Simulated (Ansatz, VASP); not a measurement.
**Mo5Rh: VASP beside Ansatz**

```
CELL_PARAMETERS angstrom
4.45979 0.00000 0.00000
-2.22990 3.86229 0.00000
0.00000 0.00000 5.41883
ATOMIC_POSITIONS crystal
Mo 0.00000 0.00000 0.50000
Mo 0.33333 0.66667 0.32416
Mo 0.33333 0.66667 0.81794
Mo 0.66667 0.33333 0.67584
Mo 0.66667 0.33333 0.18206
Rh 0.00000 0.00000 0.00000
```

Alike in both runs: functional PBE; k mesh 4 × 4 × 3; occupations gaussian, width 0.2 eV; no spin polarisation.

Ansatz relaxed the structure, and its values are those at the end. VASP's run is a single point on that final structure, the one shown.

|  | VASP | Ansatz |
| --- | --- | --- |
| version | VASP 6.6.1 | Ansatz 0.2.0 |
| potentials or method | VASP PAW PBE potentials, release 64 (Mo_sv, Rh_pv), cutoff 500 eV | scalar-relativistic, plane waves, PAW |
| valence electrons in the cell | 85 | 87 |

```csv
,VASP,Ansatz,Ansatz less VASP
gap on the k mesh at the Fermi level (eV),none,none,-
pressure (GPa),0.6,0.1,-0.44
rms of the force components (eV/Å),0.005,0.008,+0.0026
```

A gap of «none» marks a metal or a gap that the smearing closes. With one functional, cell and mesh, what is left measures potentials, basis and numerics. VASP's potentials hold 85 valence electrons a cell and Ansatz's 87, so a difference there can come from the potentials and not from the codes.

The k mesh is coarse, so the values compare programs but aren't converged.
